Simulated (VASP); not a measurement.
# TiAl (d3): single point with PBE+D3(BJ)

The system is TiAl (d3).

```
Ti Al
1.0
     2.86726    0.00000    0.00000
    -1.43363    2.48312    0.00000
     0.00000    0.00000    4.67808
Ti Al
1 1
Direct
  0.00000 0.00000 0.00000
  0.33333 0.66667 0.50000
```

- Program: VASP 6.6.1
- Task: single point
- Functional: PBE
- Dispersion: D3(BJ)
- Potentials or basis: VASP PAW PBE potentials, release 64 (Ti_sv, Al)
- Cutoff: 520 eV
- k mesh: 9 × 9 × 4
- Occupations: gaussian, width 0.1 eV
- Spin: no spin polarisation

```
Pressure                   : -4.5 GPa
Dispersion energy per atom : -0.469 eV
```

Stress tensor (GPa, compression positive):
```
-4.20  0.00  0.00
 0.00 -4.20  0.00
 0.00  0.00 -5.21
```

Levels at points of the mesh, in eV from the Fermi level:
```
           k point  band 5  band 6  band 7  band 8  band 9  band 10
(0.00, 0.00, 0.00)   -8.97   -2.32   -1.87    1.27    1.27     2.74
(0.00, 0.00, 0.50)   -8.09   -5.29   -0.46    1.28    1.28     2.67
```

Run time: 7 s on 1 thread of Intel(R) Xeon(R) 6975P-C (Granite Rapids) (shared host), peak memory 0.16 GiB.

Caveat: pairwise dispersion overbinds metals, which lowers pressure and volume.
